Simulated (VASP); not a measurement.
Here is a VASP 6.6.1 calculation.

Contents of INCAR:

```
  PREC = Accurate
  ENCUT = 520
  EDIFF = 1E-6
  ISMEAR = 0
  SIGMA = 0.01
  LREAL = F
  LASPH = T
  NELM = 80
  ALGO = Normal
  ISIF = 2
  LWAVE = F
  LCHARG = T
  GGA = B5
  ALDAX = 1.0
  AGGAX = 1.0
  AGGAC = 1.0
  ALDAC = 0.0
  LELF = T
  LVHAR = T
  NBANDS = 21
```

File KPOINTS:

```
Automatic mesh
0
Gamma
  6 6 4
```

File POSCAR:

```
CdH2O2
1.0
    3.5155260000      0.0000000000      0.0000000000
   -1.7577630000      3.0445350000      0.0000000000
    0.0000000000      0.0000000000      4.6429790000
Cd H O
1 2 2
Direct
    0.0000000000      0.0000000000      0.0000000000
    0.6666666667      0.3333333333      0.5509610000
    0.3333333333      0.6666666667      0.4490390000
    0.6666666667      0.3333333333      0.7593720000
    0.3333333333      0.6666666667      0.2406280000
```

Potentials or basis: VASP PAW PBE potentials, release 64 (Cd, H, O).

Launch:

```bash
$ cat potpaw_PBE.64/Cd/POTCAR potpaw_PBE.64/H/POTCAR potpaw_PBE.64/O/POTCAR > POTCAR
$ mpirun -np 1 vasp_std > vasp.out
```

(1) Estimate the band gap on the k mesh.

(2) Estimate the pressure.

(3) What does it give for the largest force?

Results:

(1) 1.84 eV, indirect (least direct gap 2.19 eV).

(2) 7.4 GPa.

(3) 0.296 eV/Å.

Caveat: the PAW data sets were made with another functional, which shifts forces and pressure a little.
